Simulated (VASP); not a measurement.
Write the native input for VASP 6.6.1 that does the following.

| Item | Value |
| --- | --- |
| Task | relaxation of cell and atoms |
| Functional | PBE |
| Potentials or basis | VASP PAW PBE potentials, release 64 (Mg, Te) |
| Cutoff | 600 eV |
| k mesh | 3 × 3 × 4 |
| Occupations | gaussian, width 0.1 eV |
| Spin | no spin polarisation |
| Dipole correction | no |
| Further INCAR settings | ALGO = Normal; EDIFF = 1e-06; IBRION = 2; EDIFFG = -0.04; NSW = 90; ISIF = 3 |

The structure of MgTe5 lies in POSCAR:

```
MgTe5
1.0
    6.7825066900      0.0000000000      0.0000000000
   -3.3912533400      5.8738230900      0.0000000000
    0.0000000000      0.0000000000      4.7725350900
Mg Te
1 5
Direct
    0.6666666700      0.3333333300      0.5000000000
    0.8804883900      0.1195116100      0.5000000000
    0.8804883900      0.7609767900      0.5000000000
    0.2390232100      0.1195116100      0.5000000000
    0.6666666700      0.3333333300      0.0000000000
    0.3333333300      0.6666666700      0.0000000000
```

The cell was generated, and may not be a known phase.

One way to write it, as run:

INCAR

```
SYSTEM = MgTe5
PREC = Accurate
ENCUT = 600
EDIFF = 1E-6
ISMEAR = 0
SIGMA = 0.1
LREAL = .False.
LASPH = .True.
NELM = 100
ALGO = Normal
ISIF = 3
LWAVE = .False.
LCHARG = .False.
GGA = PE
IBRION = 2
NSW = 90
EDIFFG = -0.04
```

KPOINTS

```
regular mesh
0
Gamma
  3 3 4
  0 0 0
```

Potentials or basis: VASP PAW PBE potentials, release 64 (Mg, Te).

Launch:

```console
$ cat potpaw_PBE.64/Mg/POTCAR potpaw_PBE.64/Te/POTCAR > POTCAR
$ mpirun -np 1 vasp_std > vasp.out
```

Results of the run:

```
Relaxed volume                        : 47.90 Å³/atom
Relaxed cell                          : a = 7.888 Å, b = 7.888 Å, c = 5.334 Å, α = 90.00°, β = 90.00°, γ = 120.00°
Space group after relaxing (to 0.1 Å) : P-6m2 (No. 187)
Energy gained by relaxing             : 747.7 meV/atom
Ionic steps                           : 14
Pressure after relaxing               : 0.0 GPa
Largest force after relaxing          : 0.005 eV/Å
Band gap on the k mesh                : zero (bands 16 and 17 overlap by 0.55 eV)
```

Caveat: the volume moved by over 15 % at a fixed basis, so the end points are rough; semilocal functionals underestimate gaps, and a narrow one can read as zero; spin-orbit coupling is left out, which moves the levels of the heavy elements.

Wall time 10 min on 1 thread of Intel(R) Xeon(R) Platinum 8259CL CPU @ 2.50GHz (Skylake/Cascade Lake), on a shared host, peak memory 0.37 GiB.
